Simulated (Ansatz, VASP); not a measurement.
One calculation of Al2BN3, two programs

```
CELL_PARAMETERS angstrom
2.49979 1.44326 3.29380
-2.49979 1.44326 3.29380
0.00000 -2.88651 3.29380
ATOMIC_POSITIONS crystal
Al 0.28395 0.28395 0.28395
Al 0.71605 0.71605 0.71605
B 0.50000 0.50000 0.50000
N 0.00000 0.00000 0.50000
N 0.50000 0.00000 0.00000
N 0.00000 0.50000 0.00000
```

Alike in both runs: functional PBE; k mesh 12 × 12 × 12; occupations gaussian, width 0.1 eV; no spin polarisation.

Ansatz relaxed the structure, and its values are those at the end. VASP's run is a single point on that final structure, the one shown.

|  | VASP | Ansatz |
| --- | --- | --- |
| version | VASP 6.6.1 | Ansatz 0.2.0 |
| potentials or method | VASP PAW PBE potentials, release 64 (Al, B, N), cutoff 520 eV | scalar-relativistic, plane waves, PAW |
| valence electrons in the cell | 24 | 24 |

VASP gave:

```
gap on the k mesh at the Fermi level (eV) : none
pressure (GPa)                            : -0.2
```

What did Ansatz give for the same quantities?

gap on the k mesh at the Fermi level (eV): none; pressure (GPa): 0.0.

A gap of «none» marks a metal or a gap that the smearing closes.
